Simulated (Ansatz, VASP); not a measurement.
MgO: VASP beside Ansatz

File POSCAR:

```
MgO
1.0
    2.7516308250      0.0000000000      0.0000000000
    0.0000000000      2.6233490561      0.0000000000
    0.0000000000      0.0000000000      2.6233490561
Mg O
1 1
Direct
    0.0000000000      0.0000000000      0.0000000000
    0.5000000000      0.5000000000      0.5000000000
```

The input INCAR.step1:

```
SYSTEM = MgO
ALGO = Normal
EDIFF = 1E-4
ENCUT = 520
GGA = PE
ISMEAR = 0
LASPH = .True.
LCHARG = .False.
LREAL = .False.
LWAVE = .True.
NBANDS = 11
NELM = 80
PREC = Accurate
SIGMA = 0.01
```

File INCAR.step2:

```
SYSTEM = MgO
ALGO = Normal
EDIFF = 1E-6
ENCUT = 520
ISIF = 2
ISMEAR = 0
ISTART = 1
LASPH = .True.
LCHARG = .True.
LELF = .True.
LMIXTAU = .True.
LREAL = .False.
LVHAR = .True.
LWAVE = .False.
METAGGA = R2SCAN
NBANDS = 11
NELM = 80
PREC = Accurate
SIGMA = 0.01
```

KPOINTS

```
k-points
0
Gamma
  10 10 10
  0 0 0
```

Input for Ansatz:

```yaml
crystal:
  lattice:
    - [2.751630825, 0.0, 0.0]
    - [0.0, 2.6233490561, 0.0]
    - [0.0, 0.0, 2.6233490561]
  atoms:
    - { symbol: Mg, position: [0.0, 0.0, 0.0] }
    - { symbol: O, position: [0.5, 0.5, 0.5] }
kpoints:
  mp_grid: { grid: [10, 10, 10] }
  band_path:
    path: [[0.0, 0.0, 0.0], [0.0, 0.5, 0.0], [0.5, 0.5, 0.0], [0.5, 0.5, 0.5]]
    npoints: 1
hamiltonian:
  xc: r2scan
scf:
  occupations: { method: fixed }
  n_extra_bands: 4
output:
  forces: true
  stress: true
  eigenvalues: true
  write_density: true
  write_potential: true
  elf: true
  volumetric_format: npy
```

Change from the starting cell: uniaxial_x strain +4.9%.

Alike in both runs: task single point; functional r2SCAN; k mesh 10 × 10 × 10; no spin polarisation.

|  | VASP | Ansatz |
| --- | --- | --- |
| version | VASP 6.6.1 | Ansatz 0.2.0 |
| potentials or method | VASP PAW PBE potentials, release 64 (Mg, O) | plane waves, PAW |
| plane-wave cutoff (eV) | 520 | 500 |
| occupations | gaussian, width 0.01 eV | fixed |
| valence electrons in the cell | 8 | 16 |

VASP gave:

```
gap on the k mesh at the Fermi level (eV)                     : 2.74
pressure (GPa)                                                : -7.6
traceless stress, the component that is largest in VASP (GPa) : -20.54
```

Which values does Ansatz return?

gap on the k mesh at the Fermi level (eV): 2.78; pressure (GPa): -6.5; traceless stress, the component that is largest in VASP (GPa): -20.46.

VASP's potentials were made for PBE, not for r2SCAN. VASP's potentials hold 8 valence electrons a cell and Ansatz's 16, so a difference there can come from the potentials and not from the codes.
